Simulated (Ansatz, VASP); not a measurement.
## TlTe3P in VASP and in Ansatz

The input INCAR:

```
SYSTEM = TlTe3P
PREC = Accurate ; ENCUT = 600
EDIFF = 1E-6 ; ISMEAR = 0
SIGMA = 0.1 ; LREAL = .FALSE.
LASPH = .TRUE. ; NELM = 100
ALGO = Normal ; ISIF = 3
LWAVE = .FALSE. ; LCHARG = .FALSE.
GGA = PE ; IBRION = 2
NSW = 100 ; EDIFFG = -0.01
```

File KPOINTS:

```
Automatic mesh
0
G
  8 8 8
  0 0 0
```

POSCAR

```
TlTe3P
1.0
    5.4097529303      0.0000000000      0.0000000000
    0.0000000000      5.4097529303      0.0000000000
    0.0000000000      0.0000000000      5.4097529303
Tl Te P
1 3 1
Direct
    0.0000000000      0.0000000000      0.0000000000
    0.0000000000      0.5000000000      0.5000000000
    0.5000000000      0.0000000000      0.5000000000
    0.5000000000      0.5000000000      0.0000000000
    0.5000000000      0.5000000000      0.5000000000
```

Input for Ansatz:

```yaml
crystal:
  lattice:
    - [5.4097529303, 0.0, 0.0]
    - [0.0, 5.4097529303, 0.0]
    - [0.0, 0.0, 5.4097529303]
  atoms:
    - { symbol: Tl, position: [0.0, 0.0, 0.0] }
    - { symbol: Te, position: [0.0, 0.5, 0.5] }
    - { symbol: Te, position: [0.5, 0.0, 0.5] }
    - { symbol: Te, position: [0.5, 0.5, 0.0] }
    - { symbol: P, position: [0.5, 0.5, 0.5] }
basis:
  ecutwfc: 420
kpoints:
  mp_grid: { grid: [8, 8, 8] }
hamiltonian:
  xc: pbe
scf:
  occupations: { method: gaussian, width: 0.1 }
output:
  forces: true
  stress: true
  eigenvalues: true
  write_density: true
  write_potential: true
  elf: true
  volumetric_format: npy
relax:
  adjacent_minimum: "off"
  f_tol: 0.01
  max_steps: 80
  cell: { stress_tol: 0.05 }
```

Alike in both runs: task relaxation of cell and atoms; functional PBE; k mesh 8 × 8 × 8; occupations gaussian, width 0.1 eV; no spin polarisation.

|  | VASP | Ansatz |
| --- | --- | --- |
| version | VASP 6.6.1 | Ansatz 0.2.0 |
| potentials or method | VASP PAW PBE potentials, release 64 (Tl_d, Te, P), cutoff 600 eV | scalar-relativistic, plane waves, PAW |
| valence electrons in the cell | 36 | 66 |

```tsv
	VASP	Ansatz	Ansatz less VASP
gap on the k mesh at the Fermi level, each at its own relaxed structure (eV)	none	none	-
relaxed volume (Å³/atom)	31.30	31.39	+0.086
relaxed length of the cell vector where the two differ most in proportion (Å)	5.389	5.394	+0.0049
```

A gap of «none» marks a metal or a gap that the smearing closes. VASP's potentials hold 36 valence electrons a cell and Ansatz's 66, so a difference there can come from the potentials and not from the codes.

Neither program's run includes spin-orbit coupling.
